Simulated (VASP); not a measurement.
Wanted: the native input for a VASP 6.6.1 run.

```
Task                   : relaxation of cell and atoms
Functional             : PBEsol
Dispersion             : D3(BJ)
Potentials or basis    : VASP PAW PBE potentials, release 64 (W_sv, Se)
Cutoff                 : 600 eV
k mesh                 : 9 × 9 × 2
Occupations            : gaussian, width 0.02 eV
Spin                   : no spin polarisation
Dipole correction      : no
Further INCAR settings : ALGO = Normal; EDIFF = 1e-07; IBRION = 2; EDIFFG = -0.005; NSW = 100; ISIF = 3
```

The structure of WSe2 lies in POSCAR:

```
WSe2
1.0
    3.3179375931      0.0000000000      0.0000000000
   -1.6589687966      2.8734182438      0.0000000000
    0.0000000000      0.0000000000     16.6581424200
W Se
1 2
Direct
    0.0000000000      0.0000000000      0.0000000000
    0.3333333300      0.6666666700      0.0997865200
    0.3333333300      0.6666666700      0.9002134800
```

These files were run (other wordings do the same):

INCAR

```
SYSTEM = WSe2
PREC = Accurate ; ENCUT = 600
EDIFF = 1E-7 ; ISMEAR = 0
SIGMA = 0.02 ; LREAL = .FALSE.
LASPH = .TRUE. ; NELM = 60
ALGO = Normal ; ISIF = 3
LWAVE = .FALSE. ; LCHARG = .FALSE.
GGA = PS ; IVDW = 12
IBRION = 2 ; NSW = 100
EDIFFG = -0.005
```

KPOINTS

```
Automatic mesh
0
G
  9 9 2
  0 0 0
```

Potentials or basis: VASP PAW PBE potentials, release 64 (W_sv, Se).

Run with:

```bash
$ cat potpaw_PBE.64/W_sv/POTCAR potpaw_PBE.64/Se/POTCAR > POTCAR
$ mpirun -np 1 vasp_std > vasp.out
```

It gave:

- Relaxed cell: a = 3.243 Å, b = 3.243 Å, c = 16.725 Å, α = 90.00°, β = 90.00°, γ = 120.00°
- Space group after relaxing (to 0.1 Å): P-6m2 (No. 187)
- Energy gained by relaxing: 15.5 meV/atom
- Ionic steps: 16
- Largest force after relaxing: 0.004 eV/Å
- Band gap on the k mesh: 1.72 eV (least direct gap 1.80 eV)
- Dispersion energy per atom: -0.293 eV

Caveat: there is no dipole correction, which matters where the two faces differ; the PAW data sets were made with another functional, which shifts forces and pressure a little; spin-orbit coupling is left out, which moves the levels of the heavy elements.

Wall time 31 min on 1 thread of Intel Xeon 8259CL, on a shared host, peak memory 0.4 GiB.
